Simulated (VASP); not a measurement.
# HfO2: single point with PBE

Crystal: HfO2.

```xyz
3
Lattice="0.0000 2.4447 2.4447 2.4447 0.0000 2.4447 2.4447 2.4447 0.0000" Properties=species:S:1:pos:R:3 pbc="T T T"
Hf    0.0000    0.0000    0.0000
O     1.2224    1.2224    1.2224
O     3.6671    3.6671    3.6671
```

- Program: VASP 6.6.1
- Task: single point
- Functional: PBE
- Potentials or basis: VASP PAW PBE potentials, release 64 (Hf_pv, O)
- Cutoff: 520 eV
- k mesh: 8 × 8 × 8
- Occupations: gaussian, width 0.01 eV
- Spin: no spin polarisation

| Quantity | Value |
| --- | --- |
| Pressure | 35.2 GPa |
| Band gap on the k mesh | 4.09 eV, direct |

Levels at points of the mesh, in eV from the valence-band top:
| k point | band 9 | band 10 | band 11 | band 12 | band 13 | band 14 |
| --- | --- | --- | --- | --- | --- | --- |
| (0.00, 0.00, 0.00) | -0.66 | -0.66 | -0.66 | 4.13 | 4.13 | 6.72 |
| (0.50, 0.00, 0.00) | -2.97 | -1.95 | -1.95 | 5.01 | 5.01 | 8.07 |
| (0.50, 0.50, 0.00) | -1.72 | -1.72 | 0.00 | 4.09 | 6.09 | 7.69 |

Wall time 20 s on 1 thread of Intel(R) Xeon(R) Platinum 8488C (Sapphire Rapids) (shared host), peak memory 0.16 GiB.

Caveat: spin-orbit coupling is left out, which moves the levels of the heavy elements. PBE gaps usually lie below the measured ones, often by a third to a half.
